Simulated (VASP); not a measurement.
Wanted: the native input for a VASP 6.6.1 run.

```
Task                   : relaxation of cell and atoms
Functional             : PBEsol
Potentials or basis    : VASP PAW PBE potentials, release 64 (Na_pv, Cl)
Cutoff                 : 600 eV
k mesh                 : 6 × 6 × 6
Occupations            : gaussian, width 0.1 eV
Spin                   : no spin polarisation
Target pressure        : 6.66 GPa
Dipole correction      : no
Further INCAR settings : ALGO = Normal; EDIFF = 1e-06; IBRION = 2; EDIFFG = -0.05; NSW = 80; ISIF = 3
```

The structure of NaCl lies in POSCAR:

```
NaCl
1.0
    0.0000000000      2.6454494833      2.6454494833
    2.6454494833      0.0000000000      2.6454494833
    2.6454494833      2.6454494833      0.0000000000
Na Cl
1 1
Direct
    0.0000000000      0.0000000000      0.0000000000
    0.5000000000      0.5000000000      0.5000000000
```

These files were run (other wordings do the same):

INCAR

```
SYSTEM = NaCl
PREC     = Accurate       ! precision mode
ENCUT    = 600            ! plane-wave cutoff, eV
EDIFF    = 1E-6           ! SCF threshold, eV
ISMEAR   = 0              ! smearing method
SIGMA    = 0.1            ! smearing width, eV
LREAL    = .False.        ! projectors in reciprocal space
LASPH    = .True.         ! aspherical terms in the spheres
NELM     = 100            ! most SCF steps
ALGO     = Normal         ! electronic algorithm
ISIF     = 3              ! what is computed and relaxed
LWAVE    = .False.        ! write WAVECAR
LCHARG   = .False.        ! write CHGCAR
GGA      = PS             ! functional
IBRION   = 2              ! ionic algorithm
NSW      = 80             ! ionic steps
EDIFFG   = -0.05          ! ionic threshold
PSTRESS  = 66.6
```

KPOINTS

```
regular mesh
0
Gamma
  6 6 6
  0 0 0
```

Potentials or basis: VASP PAW PBE potentials, release 64 (Na_pv, Cl).

Command:

```sh
$ cat potpaw_PBE.64/Na_pv/POTCAR potpaw_PBE.64/Cl/POTCAR > POTCAR
$ mpirun -np 1 vasp_std > vasp.out
```

Results of the run:

* Pressure after relaxing: 6.8 GPa
* Band gap on the k mesh: 5.74 eV

Caveat: the relaxation stopped at its first step, so nothing moved; the cell is relaxed towards a set pressure, so the run minimises the enthalpy, not the energy; the PAW data sets were made with another functional, which shifts forces and pressure a little.

It took 13 s on 1 thread of Intel Xeon 8259CL, on a shared host, peak memory 0.16 GiB.
